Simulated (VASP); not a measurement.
Write the native input for VASP 6.6.1 that does the following.

| Quantity | Value |
| --- | --- |
| Task | single point |
| Functional | PBE |
| Potentials or basis | VASP PAW PBE potentials, release 64 (Sn_d, Ge_d, O) |
| Cutoff | 600 eV |
| k mesh | 4 × 4 × 4 |
| Occupations | gaussian, width 0.1 eV |
| Spin | no spin polarisation |
| Dipole correction | no |
| Further INCAR settings | ALGO = Normal; EDIFF = 1e-06; NBANDS = 64 |

The structure of SnGe3O8 lies in POSCAR:

```
SnGe3O8
1.0
   -2.9928370000     -3.2147360000      3.2648520000
   -2.9928370000      3.2147360000     -3.2648520000
    2.9928370000     -3.2147360000     -3.2648520000
Sn Ge O
1 3 8
Direct
    0.5000000000      0.5000000000      1.0000000000
    0.0000000000      0.0000000000      0.0000000000
    0.7474150000      0.2474150000      0.5000000000
    0.2525850000      0.7525850000      0.5000000000
    0.0000000000      0.3118950000      0.3118950000
    0.5000000000      0.8150410000      0.3150410000
    0.4322580000      0.2336720000      0.1985860000
    0.9649140000      0.7663280000      0.1985860000
    0.0000000000      0.6881050000      0.6881050000
    0.5000000000      0.1849590000      0.6849590000
    0.0350860000      0.2336720000      0.8014140000
    0.5677420000      0.7663280000      0.8014140000
```

The input as run:

INCAR

```
SYSTEM = SnGe3O8
PREC = Accurate ; ENCUT = 600
EDIFF = 1E-6 ; ISMEAR = 0
SIGMA = 0.1 ; LREAL = .FALSE.
LASPH = .TRUE. ; NELM = 120
ALGO = Normal ; ISIF = 2
LWAVE = .FALSE. ; LCHARG = .FALSE.
GGA = PE ; NBANDS = 64
GGA_COMPAT = .FALSE.
```

KPOINTS

```
Automatic mesh
0
G
  4 4 4
  0 0 0
```

Potentials or basis: VASP PAW PBE potentials, release 64 (Sn_d, Ge_d, O).

Command:

```sh
$ cat potpaw_PBE.64/Sn_d/POTCAR potpaw_PBE.64/Ge_d/POTCAR potpaw_PBE.64/O/POTCAR > POTCAR
$ mpirun -np 1 vasp_std > vasp.out
```

Results of the run:

| Item | Value |
| --- | --- |
| Pressure | 0.1 GPa |
| Largest force | 0.039 eV/Å |
| Band gap on the k mesh | 0.89 eV |

Caveat: spin-orbit coupling is left out, which moves the levels of the heavy elements.

Run time: 2.5 min on 1 thread of AMD EPYC 9R45 96-Core Processor (Zen 5), with other jobs on the host, peak memory 0.36 GiB.
